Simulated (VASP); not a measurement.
Crystal: CdAg3.

```
Cd Ag
1.0
     4.17250    0.00000    0.00000
     0.00000    4.17250    0.00000
     0.00000    0.00000    4.17250
Cd Ag
1 3
Direct
  0.00000 0.00000 0.00000
  0.00000 0.50000 0.50000
  0.50000 0.00000 0.50000
  0.50000 0.50000 0.00000
```

| Property | Result |
| --- | --- |
| Program | VASP 6.6.1 |
| Task | relaxation of cell and atoms |
| Functional | PBEsol |
| Potentials or basis | VASP PAW PBE potentials, release 64 (Cd, Ag) |
| Cutoff | 600 eV |
| k mesh | 6 × 6 × 6 |
| Occupations | methfessel-paxton, width 0.1 eV |
| Spin | no spin polarisation |

At the start: pressure -4.7 GPa; volume 18.16 Å³/atom.

Task: How do energy, volume and symmetry change on relaxing?

Result: Over 3 steps the energy falls by 13.4 meV/atom and the volume is 17.29 Å³/atom (-4.8 %); space group Pm-3m (No. 221, to 0.05 Å).

The path:
```csv
step,energy change (eV),largest force (eV/Å),pressure (GPa),volume (Å³)
1,0.0000,0.0000,-4.69,72.64
2,-0.0332,0.0000,3.41,67.20
3,-0.0536,0.0000,0.00,69.18
```

Final structure:
```
CELL_PARAMETERS angstrom
4.10505 0.00000 0.00000
0.00000 4.10505 0.00000
0.00000 0.00000 4.10505
ATOMIC_POSITIONS crystal
Cd 0.00000 0.00000 0.00000
Ag 0.00000 0.50000 0.50000
Ag 0.50000 0.00000 0.50000
Ag 0.50000 0.50000 0.00000
```

Caveat: the PAW data sets were made with another functional, which shifts forces and pressure a little.
